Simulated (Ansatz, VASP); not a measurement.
Nb in VASP and in Ansatz

INCAR

```
PREC = Accurate ; ENCUT = 520
EDIFF = 1E-6 ; ISMEAR = 0
SIGMA = 0.1 ; LREAL = False
LASPH = True ; NELM = 60
ALGO = Fast ; ISIF = 2
LWAVE = False ; LCHARG = False
GGA = PE ; NBANDS = 12
```

Contents of KPOINTS:

```
Automatic mesh
0
Gamma
  6 6 6
```

POSCAR

```
Nb
1.0
    2.5805153700      0.0000000000      0.0000000000
    0.0000000000      2.5805153700      0.0000000000
    0.0000000000      0.0000000000      3.2256577800
Nb
1
Direct
    0.5000000000      0.5000000000      0.5000000000
```

Input for Ansatz:

```yaml
crystal:
  lattice:
    - [2.58051537, 0.0, 0.0]
    - [0.0, 2.58051537, 0.0]
    - [0.0, 0.0, 3.22565778]
  atoms:
    - { symbol: Nb, position: [0.5, 0.5, 0.5] }
basis:
  ecutwfc: 420
kpoints:
  mp_grid: { grid: [6, 6, 6] }
hamiltonian:
  xc: pbe
scf:
  occupations: { method: gaussian, width: 0.1 }
  lower_state_search: "off"
output:
  forces: true
  stress: true
  eigenvalues: true
```

Alike in both runs: task single point; functional PBE; k mesh 6 × 6 × 6; occupations gaussian, width 0.1 eV; no spin polarisation.

|  | VASP | Ansatz |
| --- | --- | --- |
| version | VASP 6.6.1 | Ansatz 0.2.0 |
| potentials or method | VASP PAW PBE potentials, release 64 (Nb_sv), cutoff 520 eV | scalar-relativistic, plane waves, PAW |
| valence electrons in the cell | 13 | 13 |

```csv
,VASP,Ansatz,Ansatz less VASP
gap on the k mesh at the Fermi level (eV),none,none,-
pressure (GPa),0.8,1.0,+0.18
"traceless stress, the component that is largest in VASP (GPa)",-19.82,-19.74,+0.076
```

A gap of «none» marks a metal or a gap that the smearing closes. With one functional, cell and mesh, what is left measures potentials, basis and numerics.

The k mesh is coarse, so the values compare programs but aren't converged.
